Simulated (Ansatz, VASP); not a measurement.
One calculation of MgO, two programs

```
CELL_PARAMETERS angstrom
5.52307 0.00000 0.00000
0.00000 5.52307 0.00000
0.00000 0.00000 5.52307
ATOMIC_POSITIONS crystal
Mg 0.25000 0.99472 0.50000
Mg 0.00000 0.50528 0.25000
Mg 0.50000 0.75000 0.00000
Mg 0.75000 0.99472 0.50000
Mg 0.00000 0.50528 0.75000
Mg 0.50000 0.25000 0.00000
O 0.25000 0.49681 0.00000
O 0.50000 0.00319 0.25000
O 0.00000 0.75000 0.50000
O 0.75000 0.49681 0.00000
O 0.50000 0.00319 0.75000
O 0.00000 0.25000 0.50000
```

Change from the starting cell: mode 14 frozen in at -0.014 Å and mode 24 at -0.029 Å (largest displacements).

Alike in both runs: task single point; functional LDA; k mesh 4 × 4 × 4; occupations gaussian, width 0.05 eV; no spin polarisation.

|  | VASP | Ansatz |
| --- | --- | --- |
| version | VASP 6.6.1 | Ansatz 0.2.0 |
| potentials or method | VASP PAW LDA potentials, release 64 (Mg, O), cutoff 520 eV | scalar-relativistic, plane waves, PAW |
| valence electrons in the cell | 48 | 96 |

Ansatz gave:

```
gap on the k mesh at the Fermi level (eV) : 2.85
least direct gap on the mesh (eV)         : 2.85
pressure (GPa)                            : 0.0
rms of the force components (eV/Å)        : 0.211
```

Problem. What did VASP give for the same quantities?

Solution. gap on the k mesh at the Fermi level (eV): 2.84; least direct gap on the mesh (eV): 2.84; pressure (GPa): -0.7; rms of the force components (eV/Å): 0.215.

Ansatz warns that its potentials were made for another functional, while VASP's fit it. LDA's correlation is that of Perdew and Zunger in VASP and of Perdew and Wang (1992) in Ansatz. Atom by atom the forces differ by 0.004 eV/Å (rms over components). VASP's potentials hold 48 valence electrons a cell and Ansatz's 96, so a difference there can come from the potentials and not from the codes.
